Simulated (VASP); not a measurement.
Li, 1 atom in the cell. Symmetry: Fm-3m, No. 225, cubic system. Conventional cell: a = 3.572 Å, b = 3.572 Å, c = 3.572 Å, α = 90.00°, β = 90.00°, γ = 90.00°. Li (site symmetry m-3m) has 12 Li at 2.53 Å within 3.3 Å. 

| Item | Value |
| --- | --- |
| Program | VASP 6.6.1 |
| Task | single point |
| Functional | PBEsol |
| Potentials or basis | VASP PAW PBE potentials, release 64 (Li_sv) |
| Cutoff | 520 eV |
| k mesh | 9 × 9 × 9 |
| Occupations | fermi-dirac, width 0.05 eV |
| Spin | no spin polarisation |
| Dipole correction | no |
| Further INCAR settings | ALGO = Normal; EDIFF = 1e-06; NBANDS = 8 |

Potentials or basis: VASP PAW PBE potentials, release 64 (Li_sv).

Run with:

```sh
$ cat potpaw_PBE.64/Li_sv/POTCAR > POTCAR
$ mpirun -np 1 vasp_std > vasp.out
```

Hardware: 1 thread of Intel(R) Xeon(R) Platinum 8488C (Sapphire Rapids), on a shared host.

Question: Estimate the wall time of this run.

Answer: Run time: 3.2 s on 1 thread of Intel(R) Xeon(R) Platinum 8488C (Sapphire Rapids) (shared host), peak memory 0.11 GiB. Counts: scf iterations 11, k points 35.
